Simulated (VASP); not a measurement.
Runs of VASP 6.6.1 on BN. The structure is that of space group P6_3mc (No. 186), or close to it. The cells are those of the table. 

| cell | gap on the mesh (eV) | pressure (GPa) | largest force (eV/Å) |
| --- | --- | --- | --- |
| a = 2.452, b = 2.452, c = 3.889 Å, angles 90.0, 90.0, 120.0°, 4 atoms | 5.62 | 82.1 | 0.39 |
| a = 2.350, b = 2.350, c = 4.227 Å, angles 90.0, 90.0, 120.0°, 4 atoms | 5.01 | 85.9 | 0.54 |
| a = 2.452, b = 2.452, c = 4.058 Å, angles 90.0, 90.0, 120.0°, 4 atoms | 5.52 | 54.2 | 0.08 |
| a = 2.554, b = 2.554, c = 4.058 Å, angles 90.0, 90.0, 120.0°, 4 atoms | 5.82 | (b) | 0.14 |
| a = 2.350, b = 2.350, c = 4.565 Å, angles 90.0, 90.0, 120.0°, 4 atoms | 4.06 | 50.0 | 0.41 |
| a = 2.350, b = 2.350, c = 4.396 Å, angles 90.0, 90.0, 120.0°, 4 atoms | 4.90 | 65.7 | 0.18 |
| a = 2.350, b = 2.350, c = 3.889 Å, angles 90.0, 90.0, 120.0°, 4 atoms | 5.21 | 145.0 | 0.22 |
| a = 2.554, b = 2.554, c = 4.396 Å, angles 90.0, 90.0, 120.0°, 4 atoms | 5.63 | -16.8 | 0.22 |
| a = 2.656, b = 2.656, c = 3.889 Å, angles 90.0, 90.0, 120.0°, 4 atoms | 5.90 | 6.8 | 0.79 |
| a = 2.452, b = 2.452, c = 4.565 Å, angles 90.0, 90.0, 120.0°, 4 atoms | 5.22 | 4.6 | 0.66 |
| a = 2.452, b = 2.452, c = 4.227 Å, angles 90.0, 90.0, 120.0°, 4 atoms | (a) | 33.0 | 0.12 |
| a = 2.554, b = 2.554, c = 3.889 Å, angles 90.0, 90.0, 120.0°, 4 atoms | 5.91 | (c) | 0.70 |

Alike in all rows: task single point; level r2SCAN; potentials or basis VASP PAW PBE potentials, release 64 (B, N); no spin polarisation; k mesh 12 × 12 × 6; cutoff (eV) 520; smearing gaussian 0.05 eV.

**Question.** Fill in the values left out.

**Answer.** (a) 5.42; (b) 14.0; (c) 37.7.

Caveats: the PAW data sets were made with another functional, which shifts forces and pressure a little; the cell stands under pressure (at least some runs); the stress differs along the axes, from 61 to 125 GPa (at least some runs); the stress differs along the axes, from 8 to 125 GPa (at least some runs); the stress differs along the axes, from -1 to 44 GPa (at least some runs); the stress differs along the axes, from -70 to 110 GPa (at least some runs); the stress differs along the axes, from -37 to 117 GPa (at least some runs).

A k mesh can miss the band edges.
